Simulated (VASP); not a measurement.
A run of VASP 6.6.1:

The input INCAR:

```
ALGO     = Normal         # electronic algorithm
EDIFF    = 1E-6           # SCF threshold, eV
ENCUT    = 520            # plane-wave cutoff, eV
ISIF     = 2              # what is computed and relaxed
ISMEAR   = 0              # smearing method
LASPH    = True           # aspherical terms in the spheres
LCHARG   = False          # write CHGCAR
LREAL    = False          # projectors in reciprocal space
LWAVE    = False          # write WAVECAR
NBANDS   = 36             # bands
NELM     = 60             # most SCF steps
PREC     = Accurate       # precision mode
SIGMA    = 0.05           # smearing width, eV
```

File KPOINTS:

```
k-points
0
Gamma
  12 12 2
```

File POSCAR:

```
C
1.0
    2.3177000000      0.0000000000      0.0000000000
   -1.1588500000      2.0071870784      0.0000000000
    0.0000000000      0.0000000000     12.0869000000
C
12
Direct
    0.0000000000      0.0000000000      0.1868599868
    0.0000000000      0.0000000000      0.6868599868
    0.0000000000      0.0000000000      0.3131400132
    0.0000000000      0.0000000000      0.8131400132
    0.3333333333      0.6666666667      0.5207718743
    0.6666666667      0.3333333333      0.0207718743
    0.3333333333      0.6666666667      0.9792281257
    0.6666666667      0.3333333333      0.4792281257
    0.3333333333      0.6666666667      0.6450609412
    0.6666666667      0.3333333333      0.1450609412
    0.3333333333      0.6666666667      0.8549390588
    0.6666666667      0.3333333333      0.3549390588
```

Potentials or basis: VASP PAW LDA potentials, release 64 (C).

Run with:

```sh
$ cat potpaw_LDA.64/C/POTCAR > POTCAR
$ mpirun -np 1 vasp_std > vasp.out
```

Hardware: 1 thread of AMD EPYC 7R13 Processor (Zen 3), with other jobs on the host.

Question: How long does it take, and how much memory?

Answer: Wall time 75 s on 1 thread of AMD EPYC 7R13 Processor (Zen 3) (shared host), peak memory 0.14 GiB. Counts: scf iterations 11, k points 38.
